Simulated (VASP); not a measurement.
Input of a VASP 6.6.1 run:

INCAR

```
PREC = Accurate
ENCUT = 520
EDIFF = 1E-7
ISMEAR = -1
SIGMA = 0.05
LREAL = False
LASPH = True
NELM = 60
ALGO = Normal
ISIF = 2
LWAVE = False
LCHARG = False
GGA = CA
NBANDS = 19
```

File KPOINTS:

```
regular mesh
0
Gamma
  9 9 5
```

Contents of POSCAR:

```
Zr
1.0
    3.1451389440      0.0000000000      0.0000000000
   -1.5725694720      2.7237702240      0.0000000000
    0.0000000000      0.0000000000      5.0894842779
Zr
2
Direct
    0.6666666667      0.3333333333      0.7500000000
    0.3333333333      0.6666666667      0.2500000000
```

Potentials or basis: VASP PAW LDA potentials, release 64 (Zr_sv).

Run with:

```bash
$ cat potpaw_LDA.64/Zr_sv/POTCAR > POTCAR
$ mpirun -np 1 vasp_std > vasp.out
```

(1) What does it give for the pressure?

(2) What does it give for the band gap on the k mesh?

Answers

(1) 0.1 GPa.

(2) zero (band 12 reaches 10.41 eV, above the bottom of band 13 at 9.32 eV).
